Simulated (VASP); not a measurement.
Set up this calculation in VASP 6.6.1, as the native input.

```yaml
Task: single point
Functional: PBEsol
Potentials_or_basis: VASP PAW PBE potentials, release 64 (Re)
Cutoff: 520 eV
k_mesh: 10 × 10 × 13
Occupations: fermi-dirac, width 0.1 eV
Spin: no spin polarisation
Dipole_correction: no
Further_INCAR_settings: ALGO = Normal; EDIFF = 1e-07; NBANDS = 18
```

The structure of Re lies in POSCAR:

```
Re
1.0
    4.3985123399      0.0000000000      0.0000000000
   -2.1992561700      3.8092234252      0.0000000000
    0.0000000000      0.0000000000      2.7535400030
Re
3
Direct
    0.0000000000      1.0000000000      1.0000000000
    0.3333333333      0.6666666667      0.5000000000
    0.6666666667      0.3333333333      0.5000000000
```

This isn't the form of Re at room conditions, which is hcp.

One way to write it, as run:

INCAR

```
ALGO = Normal
EDIFF = 1E-7
ENCUT = 520
GGA = PS
ISIF = 2
ISMEAR = -1
LASPH = True
LCHARG = False
LREAL = False
LWAVE = False
NBANDS = 18
NELM = 80
PREC = Accurate
SIGMA = 0.1
```

KPOINTS

```
k-points
0
Gamma
  10 10 13
```

Potentials or basis: VASP PAW PBE potentials, release 64 (Re).

Run with:

```sh
$ cat potpaw_PBE.64/Re/POTCAR > POTCAR
$ mpirun -np 1 vasp_std > vasp.out
```

It gave:

```json
{
  "Pressure": "-13.9 GPa",
  "Band gap on the k mesh": "zero (an odd number of electrons rules out a gap without spin polarisation)"
}
```

Caveat: the cell stands under tension; the PAW data sets were made with another functional, which shifts forces and pressure a little; spin-orbit coupling is left out, which moves the levels of the heavy elements.

Wall time 2 min on 1 thread of Intel Xeon 8259CL, with other jobs on the host, peak memory 0.21 GiB.
